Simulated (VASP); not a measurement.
# ScSbS3 (P-6m2) in VASP: further runs

Runs on ScSbS3. Level: PBE. Tasks: single point.

All numbers are computed with VASP 6.6.1; they aren't measurements. Logs are shortened: lines on timing, memory, paths and dates and some standing lists are left out, and cuts for length are marked.

### 1 The cell of the first run

Symmetry: P-6m2, No. 187, hexagonal system. Conventional cell: a = 4.668 Å, b = 4.668 Å, c = 5.763 Å, α = 90.00°, β = 90.00°, γ = 120.00°. Within 3.6 Å of Sc (site symmetry -6m2) lie 9 S at 2.70 to 3.07 Å. Sb (site symmetry -6m2) has 8 S at 2.88 to 3.04 Å within 3.8 Å. S (site symmetry 3m) has 5 S at 2.82 to 3.07 Å and 3 Sb at 3.04 Å and 3 Sc at 3.07 Å within 3.7 Å. S (site symmetry -6m2) has 3 Sc at 2.70 Å and 2 Sb at 2.88 Å and 6 S at 3.07 Å within 3.6 Å.

### 2 Single point, PBE

File INCAR:

```
SYSTEM = ScSbS3
  PREC = Accurate
  ENCUT = 520
  EDIFF = 1E-6
  ISMEAR = 0
  SIGMA = 0.1
  LREAL = .False.
  LASPH = .True.
  NELM = 100
  ALGO = Normal
  ISIF = 2
  LWAVE = .False.
  LCHARG = .False.
  GGA = PE
  NBANDS = 25
```

File KPOINTS:

```
Automatic mesh
0
Gamma
  6 6 4
  0 0 0
```

File POSCAR:

```
ScSbS3
1.0
    4.6678943900      0.0000000000      0.0000000000
   -2.3339471900      4.0425151200      0.0000000000
    0.0000000000      0.0000000000      5.7627268100
Sc Sb S
1 1 3
Direct
    0.3333333300      0.6666666700      0.5000000000
    0.6666666700      0.3333333300      0.0000000000
    0.0000000000      0.0000000000      0.7552470000
    0.0000000000      0.0000000000      0.2447530000
    0.6666666700      0.3333333300      0.5000000000
```

Potentials or basis: VASP PAW PBE potentials, release 64 (Sc_sv, Sb, S).

Command:

```sh
> cat potpaw_PBE.64/Sc_sv/POTCAR potpaw_PBE.64/Sb/POTCAR potpaw_PBE.64/S/POTCAR > POTCAR
> mpirun -np 1 vasp_std > vasp.out
```

OUTCAR:

```text
SYSTEM = ScSbS3
   PREC = Accurate
   ENCUT = 520
   EDIFF = 1E-6
   ISMEAR = 0
   LREAL = .False.
   LASPH = .True.
   NELM = 100
   ISIF = 2
   GGA = PE

 ion  position               nearest neighbor table
   1  0.333  0.667  0.500-   5 2.70   5 2.70   5 2.70   3 3.07   4 3.07   4 3.07   3 3.07   4 3.07
                             3 3.07
   2  0.667  0.333  0.000-   5 2.88   5 2.88   3 3.04   4 3.04   3 3.04   4 3.04   3 3.04   4 3.04

   3  0.000  0.000  0.755-   2 3.04   2 3.04   2 3.04   1 3.07   1 3.07   1 3.07
   4  0.000  0.000  0.245-   2 3.04   2 3.04   2 3.04   1 3.07   1 3.07   1 3.07
   5  0.667  0.333  0.500-   1 2.70   1 2.70   1 2.70   2 2.88   2 2.88

  LATTYP: Found a hexagonal cell.
 ALAT       =     4.6678943900
 C/A-ratio  =     1.2345452421

  Lattice vectors:

 A1 = (   4.6678943900,   0.0000000000,   0.0000000000)
 A2 = (  -2.3339471900,   4.0425151200,   0.0000000000)
 A3 = (   0.0000000000,   0.0000000000,   5.7627268100)

Analysis of symmetry for initial positions (statically):
=====================================================================
 Subroutine PRICEL returns:
 Original cell was already a primitive cell.

 Routine SETGRP: Setting up the symmetry group for a
 hexagonal supercell.

 Subroutine GETGRP returns: Found 12 space group operations
 (whereof 12 operations were pure point group operations)
 out of a pool of 24 trial point group operations.

The static configuration has the point symmetry D_3h.

Analysis of symmetry for dynamics (positions and initial velocities):
=====================================================================
 Subroutine PRICEL returns:
 Original cell was already a primitive cell.

 Routine SETGRP: Setting up the symmetry group for a
 hexagonal supercell.

 Subroutine GETGRP returns: Found 12 space group operations
 (whereof 12 operations were pure point group operations)
 out of a pool of 24 trial point group operations.

The dynamic configuration has the point symmetry D_3h.

 Subroutine INISYM returns: Found 12 space group operations
 (whereof 12 operations are pure point group operations),
 and found     1 'primitive' translations

----------------------------------------------------------------------------------------

                                     Primitive cell

  volume of cell :     108.7428

  direct lattice vectors                    reciprocal lattice vectors
     4.667894390  0.000000000  0.000000000     0.214229354  0.123685375  0.000000000
    -2.333947190  4.042515120  0.000000000     0.000000000  0.247370751  0.000000000
     0.000000000  0.000000000  5.762726810     0.000000000  0.000000000  0.173528962

  length of vectors
     4.667894390  4.667894384  5.762726810     0.247370750  0.247370751  0.173528962

  position of ions in fractional coordinates (direct lattice)
     0.333333330  0.666666670  0.500000000
     0.666666670  0.333333330  0.000000000
     0.000000000  0.000000000  0.755247000
     0.000000000  0.000000000  0.244753000
     0.666666670  0.333333330  0.500000000

  ion indices of the primitive-cell ions
   primitive index   ion index
                 1           1
                 2           2
                 3           3
                 4           4
                 5           5

----------------------------------------------------------------------------------------

 KPOINTS: Automatic mesh

Automatic generation of k-mesh.
 Grid dimensions read from file:
 generate k-points for:    6    6    4

 Generating k-lattice:

  Cartesian coordinates                     Fractional coordinates (reciprocal lattice)
     0.035704892  0.020614229  0.000000000     0.166666667  0.000000000  0.000000000
     0.000000000  0.041228458  0.000000000     0.000000000  0.166666667  0.000000000
     0.000000000  0.000000000  0.043382240     0.000000000  0.000000000  0.250000000

  Length of vectors
     0.041228458  0.041228458  0.043382240

  Shift w.r.t. Gamma in fractional coordinates (k-lattice)
     0.000000000  0.000000000  0.000000000

 Subroutine IBZKPT returns following result:
 ===========================================

 Found     21 irreducible k-points:

 Following reciprocal coordinates:
            Coordinates               Weight
  0.000000  0.000000  0.000000      1.000000
  0.166667  0.000000  0.000000      6.000000
  0.333333 -0.000000  0.000000      6.000000
  0.500000 -0.000000  0.000000      3.000000
  0.166667  0.166667  0.000000      6.000000
  0.333333  0.166667  0.000000     12.000000
[... 13 lines left out ...]
  0.333333  0.166667  0.500000     12.000000
  0.333333  0.333333  0.500000      2.000000
   k-points           NKPTS =     21   k-points in BZ     NKDIM =     21   number of bands    NBANDS=     25
   number of dos      NEDOS =    301   number of ions     NIONS =      5
   total plane-waves  NPLWV =  62208
   dimension x,y,z NGX =    36 NGY =   36 NGZ =   48
   dimension x,y,z NGXF=    72 NGYF=   72 NGZF=   96
   ions per type =               1   1   3
   NGX,Y,Z   is equivalent  to a cutoff of  12.82, 12.82, 13.85 a.u.
   NGXF,Y,Z  is equivalent  to a cutoff of  25.64, 25.64, 27.69 a.u.
 SYSTEM =  ScSbS3
   PREC   = accura    normal or accurate (medium, high low for compatibility)
   ISTART =      0    job   : 0-new  1-cont  2-samecut
   ICHARG =      2    charge: 1-file 2-atom 10-const
   ISPIN  =      1    spin polarized calculation?
   LNONCOLLINEAR =      F non collinear calculations
   LSORBIT =      F    spin-orbit coupling
   LASPH  =      T    aspherical Exc in radial PAW
   ENCUT  =  520.0 eV  38.22 Ry    6.18 a.u.   8.68  8.68 10.71*2*pi/ulx,y,z
   NELM   =    100;   NELMIN=  2; NELMDL= -5     # of ELM steps
   EDIFF  = 0.1E-05   stopping-criterion for ELM
   LREAL  =      F    real-space projection
   EDIFFG = 0.1E-04   stopping-criterion for IOM
   NSW    =      0    number of steps for IOM
   IBRION =     -1    ionic relax: 0-MD 1-quasi-New 2-CG
   NFREE  =      0    steps in history (QN), initial steepest desc. (CG)
   ISIF   =      2    stress and relaxation
   ISYM   =      2    0-nonsym 1-usesym 2-fastsym
   POTIM  = 0.5000    time-step for ionic-motion
   TEBEG  =    0.0;   TEEND  =   0.0 temperature during run
   PSTRESS=    0.0 pullay stress
   NELECT =      34.0000    total number of electrons
   NUPDOWN=      -1.0000    fix difference up-down
   EMIN   =  10.00;   EMAX   =-10.00  energy-range for DOS
   EFERMI =   0.00;   METHOD = LEGACY
   ISMEAR =     0;   SIGMA  =   0.10  broadening in eV -4-tet -1-fermi 0-gaus
   EFERMI_NEDOS =   21; number of points for ismear=-14 and -15
   IALGO  =     38    algorithm
   IMIX   =      4    mixing-type and parameters
     AMIX     =   0.40;   BMIX     =  1.00
     AMIX_MAG =   1.60;   BMIX_MAG =  1.00
  volume/ion in A,a.u.               =      21.75       146.77
  Fermi-wavevector in a.u.,A,eV,Ry     =   1.111137  2.099744 16.798096  1.234625
  Thomas-Fermi vector in A             =   2.247697
   LORBIT       =      0    0 simple, 1 ext, 2 COOP (PROOUT), +10 PAW based schemes
   GGA     = PE    functional components
   LHFCALC =     F    Hartree Fock is set to
   AEXX    =    0.0000 exact exchange contribution
   IVDW    =     0    specifies the selected vdW correction
   LEPSILON=     F    determine dielectric tensor
   LRPA    =     F    only Hartree local field effects (RPA)
 non-spin polarized calculation
 Gauss-broadening in eV      SIGMA  =   0.10
  energy-cutoff  :      520.00
  volume of cell :      108.74
 maximum number of plane-waves:      2943
 NGX is ok and might be reduce to    36
   NGX = 17   NGY = 17   NGZ = 21

 number of electron      34.0000000 magnetization

 Free energy of the ion-electron system (eV)
  ---------------------------------------------------
  ext. energy  EPLUGINS =         0.00000000
  ---------------------------------------------------
  free energy    TOTEN  =       -24.29616060 eV

  energy without entropy =      -24.28018575  energy(sigma->0) =      -24.28817317

 E-fermi :   5.9720     XC(G=0):  -9.9606

 val. band max:        5.9652016520   @ k =   0.1667   0.0000   0.5000
 cond. band min:       6.0458570022   @ k =   0.1667   0.0000   0.2500
 fundamental gap:      0.0806553502
 Fermi energy:         5.9719703711

 k-point     1 :       0.0000    0.0000    0.0000
  band No.  band energies     occupation
      1     -44.4873      2.00000
      2     -23.2116      2.00000
      3     -22.9953      2.00000
      4     -22.9953      2.00000
      5      -8.5584      2.00000
      6      -5.7567      2.00000
[... 17 lines left out ...]
     24       9.2793      0.00000
     25       9.8066      0.00000

 k-point     2 :       0.1667    0.0000    0.0000
  band No.  band energies     occupation
      1     -44.4872      2.00000
      2     -23.2113      2.00000
      3     -22.9984      2.00000
      4     -22.9959      2.00000
      5      -8.3957      2.00000
      6      -5.8514      2.00000
[... 17 lines left out ...]
     24       9.0417      0.00000
     25      10.1533      0.00000

 k-point     3 :       0.3333   -0.0000    0.0000
  band No.  band energies     occupation
      1     -44.4870      2.00000
      2     -23.2107      2.00000
      3     -23.0045      2.00000
      4     -22.9971      2.00000
      5      -7.9640      2.00000
      6      -6.3044      2.00000
[... 17 lines left out ...]
     24       8.9657      0.00000
     25      10.0869      0.00000

 k-point     4 :       0.5000   -0.0000    0.0000
  band No.  band energies     occupation
      1     -44.4869      2.00000
      2     -23.2104      2.00000
      3     -23.0075      2.00000
      4     -22.9978      2.00000
      5      -7.5961      2.00000
      6      -6.6970      2.00000
[... 17 lines left out ...]
     24       9.1901      0.00000
     25       9.8358      0.00000

 k-point     5 :       0.1667    0.1667    0.0000
  band No.  band energies     occupation
      1     -44.4871      2.00000
      2     -23.2109      2.00000
      3     -23.0024      2.00000
      4     -22.9974      2.00000
      5      -8.0953      2.00000
      6      -6.1598      2.00000
[... 17 lines left out ...]
     24       8.8523      0.00000
     25      10.2215      0.00000

 k-point     6 :       0.3333    0.1667    0.0000
  band No.  band energies     occupation
      1     -44.4869      2.00000
      2     -23.2104      2.00000
      3     -23.0060      2.00000
      4     -22.9993      2.00000
      5      -7.6234      2.00000
      6      -6.6532      2.00000
[... 17 lines left out ...]
     24       8.8128      0.00000
     25      10.1045      0.00000
[... 309 lines left out ...]
 k-point    18 :       0.5000   -0.0000    0.5000
  band No.  band energies     occupation
      1     -44.4869      2.00000
      2     -23.2106      2.00000
      3     -23.0075      2.00000
      4     -22.9977      2.00000
      5      -6.9955      2.00000
      6      -6.8107      2.00000
[... 17 lines left out ...]
     24       8.3326      0.00000
     25       8.6123      0.00000

 k-point    19 :       0.1667    0.1667    0.5000
  band No.  band energies     occupation
      1     -44.4871      2.00000
      2     -23.2110      2.00000
      3     -23.0024      2.00000
      4     -22.9974      2.00000
      5      -7.4602      2.00000
      6      -7.0736      2.00000
[... 17 lines left out ...]
     24       8.5904      0.00000
     25       9.0841      0.00000

 k-point    20 :       0.3333    0.1667    0.5000
  band No.  band energies     occupation
      1     -44.4869      2.00000
      2     -23.2106      2.00000
      3     -23.0060      2.00000
      4     -22.9992      2.00000
      5      -7.0262      2.00000
      6      -6.8128      2.00000
[... 17 lines left out ...]
     24       8.3955      0.00000
     25       8.7535      0.00000

 k-point    21 :       0.3333    0.3333    0.5000
  band No.  band energies     occupation
      1     -44.4869      2.00000
      2     -23.2104      2.00000
      3     -23.0050      2.00000
      4     -23.0021      2.00000
      5      -6.7425      2.00000
      6      -6.7096      2.00000
[... 17 lines left out ...]
     24       8.4079      0.00000
     25       8.4083      0.00000

------------------------ aborting loop because EDIFF is reached ----------------------------------------

  FORCE on cell =-STRESS in cart. coord.  units (eV):
  Direction    XX          YY          ZZ          XY          YZ          ZX
  --------------------------------------------------------------------------------------
  -------------------------------------------------------------------------------------
  Total       -5.8779823     -5.8779823      3.4071769     -0.0000000      0.0000000      0.0000000
  in kB      -86.6040400    -86.6040399     50.2000968     -0.0000001      0.0000000      0.0000000
  external PRESSURE =     -41.0026610 kB  Pullay stress =       0.0000000 kB

 VOLUME and BASIS-vectors are now :
 -----------------------------------------------------------------------------
  energy-cutoff  :      520.00
  volume of cell :      108.74
      direct lattice vectors                 reciprocal lattice vectors
     4.667894390  0.000000000  0.000000000     0.214229354  0.123685375  0.000000000
    -2.333947190  4.042515120  0.000000000     0.000000000  0.247370751  0.000000000
     0.000000000  0.000000000  5.762726810     0.000000000  0.000000000  0.173528962

 POSITION                                       TOTAL-FORCE (eV/Angst)
 -----------------------------------------------------------------------------------
     -0.00000      2.69501      2.88136        -0.000000      0.000000     -0.000000
      2.33395      1.34751      0.00000         0.000000     -0.000000     -0.000000
      0.00000      0.00000      4.35228        -0.000000     -0.000000     -0.163664
      0.00000      0.00000      1.41044        -0.000000     -0.000000      0.163664
      2.33395      1.34751      2.88136         0.000000     -0.000000     -0.000000
 -----------------------------------------------------------------------------------
    total drift:                                0.000011     -0.000006      0.000000

  FREE ENERGIE OF THE ION-ELECTRON SYSTEM (eV)
  ---------------------------------------------------
  free  energy   TOTEN  =       -24.2961605982 eV

  energy  without entropy=      -24.2801857504  energy(sigma->0) =      -24.28817317
```

Run time: 26 s. Hardware: 1 thread of Intel Xeon 6975P-C (Granite Rapids), shared host; peak memory 0.26 GiB.

What came out:

| Quantity | Value |
| --- | --- |
| Free energy | -24.2962 eV |
| Pressure | -4.1 GPa |
| Largest force | 0.164 eV/Å |
| Band gap on the k mesh | zero (band 17 reaches 6.75 eV, above the bottom of band 18 at 5.45 eV) |

Forces on the atoms (eV/Å):
```
Sc   0.000  0.000  0.000
Sb   0.000  0.000  0.000
S    0.000  0.000 -0.164
S    0.000  0.000  0.164
S    0.000  0.000  0.000
```

Caveat: spin-orbit coupling is left out, which moves the levels of the heavy elements.

### 3 Single point, PBE

This run uses another cell than the first one, of 23.37 Å³/atom, 1.075 times its volume.

File INCAR:

```
SYSTEM = ScSbS3
PREC = Accurate ; ENCUT = 520
EDIFF = 1E-7 ; ISMEAR = 0
SIGMA = 0.1 ; LREAL = .False.
LASPH = .True. ; NELM = 60
ALGO = Normal ; ISIF = 2
LWAVE = .False. ; LCHARG = .False.
GGA = PE ; NBANDS = 25
```

File KPOINTS:

```
regular mesh
0
Gamma
  6 6 4
  0 0 0
```

File POSCAR:

```
ScSbS3
1.0
    4.1214651812     -0.0000000025      0.0000000000
   -2.0607325884      3.5692935490      0.0000000000
    0.0000000000      0.0000000000      7.9434071782
Sc Sb S
1 1 3
Direct
    0.3333333333      0.6666666667      0.5000000000
    0.6666666667      0.3333333333      0.0000000000
    0.0000000000      0.0000000000      0.7966073762
    0.0000000000      0.0000000000      0.2033926238
    0.6666666667      0.3333333333      0.5000000000
```

Potentials or basis: VASP PAW PBE potentials, release 64 (Sc_sv, Sb, S).

Command:

```sh
> cat potpaw_PBE.64/Sc_sv/POTCAR potpaw_PBE.64/Sb/POTCAR potpaw_PBE.64/S/POTCAR > POTCAR
> mpirun -np 1 vasp_std > vasp.out
```

Wall time 31 s (1 thread of Intel Xeon 6975P-C (Granite Rapids), shared host); peak memory 0.26 GiB.

The run converged. Its results:

| Item | Value |
| --- | --- |
| Free energy | -25.8851 eV |
| Pressure | -0.2 GPa |
| Largest force | 0.012 eV/Å |
| Band gap on the k mesh | 0.43 eV, indirect (least direct gap 0.78 eV) |

Forces on the atoms (eV/Å):
```
Sc   0.000  0.000  0.000
Sb   0.000  0.000  0.000
S    0.000  0.000  0.012
S    0.000  0.000 -0.012
S    0.000  0.000  0.000
```

Stress tensor (GPa, compression positive):
```
-0.15  0.00  0.00
 0.00 -0.15  0.00
 0.00  0.00 -0.27
```

Levels at points of the mesh, in eV from the valence-band top:
```tsv
k point	band 13	band 14	band 15	band 16	band 17	band 18	band 19	band 20	band 21	band 22
(0.00, 0.00, 0.00)	-2.38	-2.07	-1.55	-1.55	-1.22	1.25	1.25	1.46	1.47	1.47
(0.50, 0.00, 0.00)	-2.73	-2.50	-2.10	-1.56	-0.88	0.69	1.56	1.64	1.68	1.69
(0.00, 0.00, 0.50)	-2.54	-2.18	-1.38	-1.38	-0.35	0.43	0.89	0.89	1.94	1.94
(0.50, 0.00, 0.50)	-3.27	-2.87	-1.68	-1.60	-1.12	0.94	0.94	1.69	1.85	2.22
```

Caveat: spin-orbit coupling is left out, which moves the levels of the heavy elements. A k mesh can miss the band edges.
